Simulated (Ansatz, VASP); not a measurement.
**TiTc: VASP beside Ansatz**

```
CELL_PARAMETERS angstrom
3.04651 0.00000 0.00000
0.00000 3.04651 0.00000
0.00000 0.00000 3.04651
ATOMIC_POSITIONS crystal
Ti 0.50000 0.50000 0.50000
Tc 0.00000 0.00000 0.00000
```

Change from the starting cell: volume scaled by 0.94.

Alike in both runs: task single point; functional PBEsol; k mesh 12 × 12 × 12; occupations fermi-dirac, width 0.08 eV; no spin polarisation.

|  | VASP | Ansatz |
| --- | --- | --- |
| version | VASP 6.6.1 | Ansatz 0.2.0 |
| potentials or method | VASP PAW PBE potentials, release 64 (Ti_sv, Tc_pv), cutoff 520 eV | all-electron LAPW, scalar-relativistic |

VASP gave:

| Quantity | Value |
| --- | --- |
| pressure (GPa) | 4.7 |

Task: Estimate Ansatz's values.

Result: Pressure (GPa): 5.1.

VASP's potentials were made for PBE, not for PBEsol. Ansatz ran all-electron here, and VASP with PAW potentials.
